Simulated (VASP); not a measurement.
Input of a VASP 6.6.1 run:

File INCAR:

```
SYSTEM = GaP
PREC     = Accurate       ! precision mode
ENCUT    = 520            ! plane-wave cutoff, eV
EDIFF    = 1E-6           ! SCF threshold, eV
ISMEAR   = -1             ! smearing method
SIGMA    = 0.1            ! smearing width, eV
LREAL    = .FALSE.        ! projectors in reciprocal space
LASPH    = .TRUE.         ! aspherical terms in the spheres
NELM     = 80             ! most SCF steps
ALGO     = Normal         ! electronic algorithm
ISIF     = 2              ! what is computed and relaxed
LWAVE    = .FALSE.        ! write WAVECAR
LCHARG   = .FALSE.        ! write CHGCAR
GGA      = PE             ! functional
NBANDS   = 16             ! bands
```

KPOINTS

```
Automatic mesh
0
G
  16 16 16
  0 0 0
```

File POSCAR:

```
GaP
1.0
    2.8234357211      0.0000000000      0.0000000000
    0.0000000000      2.8234357211      0.0000000000
    0.0000000000      0.0000000000      2.8234357211
Ga P
1 1
Direct
    0.0000000000      0.0000000000      0.0000000000
    0.5000000000      0.5000000000      0.5000000000
```

Potentials or basis: VASP PAW PBE potentials, release 64 (Ga_d, P).

Command:

```sh
$ cat potpaw_PBE.64/Ga_d/POTCAR potpaw_PBE.64/P/POTCAR > POTCAR
$ mpirun -np 1 vasp_std > vasp.out
```

(1) Estimate the pressure.

(2) What does it give for the band gap on the k mesh?

Results:

(1) 70.1 GPa.

(2) zero (band 9 reaches 14.81 eV, above the bottom of band 10 at 9.62 eV).
